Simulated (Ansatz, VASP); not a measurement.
## WC in VASP and in Ansatz

File INCAR:

```
ALGO = Fast ; EDIFF = 1E-6
ENCUT = 520 ; GGA = PE
GGA_COMPAT = F ; ISIF = 2
ISMEAR = 0 ; LASPH = T
LCHARG = F ; LMAXMIX = 4
LNONCOLLINEAR = T ; LORBIT = 11
LORBMOM = T ; LREAL = F
LSORBIT = T ; LWAVE = F
MAGMOM = 0 0 0 0 0 0 ; NBANDS = 30
NELM = 150 ; PREC = Accurate
SIGMA = 0.05
```

File KPOINTS:

```
k-points
0
Gamma
  14 14 12
```

Contents of POSCAR:

```
WC
1.0
    2.9209539620      0.0000000000      0.0000000000
   -1.4604769810      2.5296203344      0.0000000000
    0.0000000000      0.0000000000      2.8466159029
W C
1 1
Direct
    0.0098829060      0.0197658120      0.0000000000
    0.6666666667      0.3333333333      0.5000000000
```

Input for Ansatz:

```yaml
crystal:
  lattice:
    - [2.920953962, 0.0, 0.0]
    - [-1.460476981, 2.5296203344, 0.0]
    - [0.0, 0.0, 2.8466159029]
  atoms:
    - { symbol: W, position: [0.009882906, 0.019765812, 0.0] }
    - { symbol: C, position: [0.6666666667, 0.3333333333, 0.5] }
basis:
  ecutwfc: 420
  ecutrho_ratio: 4
kpoints:
  mp_grid: { grid: [14, 14, 12] }
hamiltonian:
  xc: pbe
scf:
  occupations: { method: gaussian, width: 0.05 }
output:
  forces: true
  stress: true
  eigenvalues: true
  populations: true
  write_density: true
  write_potential: true
  elf: true
  volumetric_format: npy
magnetization:
  noncollinear: true
  spin_orbit: true
```

Alike in both runs: task single point; functional PBE; k mesh 14 × 14 × 12; occupations gaussian, width 0.05 eV; non-collinear spin, spin-orbit coupling.

```csv
,VASP,Ansatz
version,VASP 6.6.1,Ansatz 0.2.0
potentials or method,"VASP PAW PBE potentials, release 64 (W_sv, C), cutoff 520 eV","plane waves, PAW"
valence electrons in the cell,18,18
```

```csv
,VASP,Ansatz,Ansatz less VASP
pressure (GPa),2.5,0.3,-2.12
"traceless stress, the component that is largest in VASP (GPa)",-2.08,-1.83,+0.247
rms of the force components (eV/Å),0.418,0.421,+0.0021
net moment per atom (μB),0.00,0.00,0.000
```

Atom by atom the forces differ by 0.002 eV/Å (rms over components). The functional is the same, so the differences come from potentials, cutoffs and numerics.
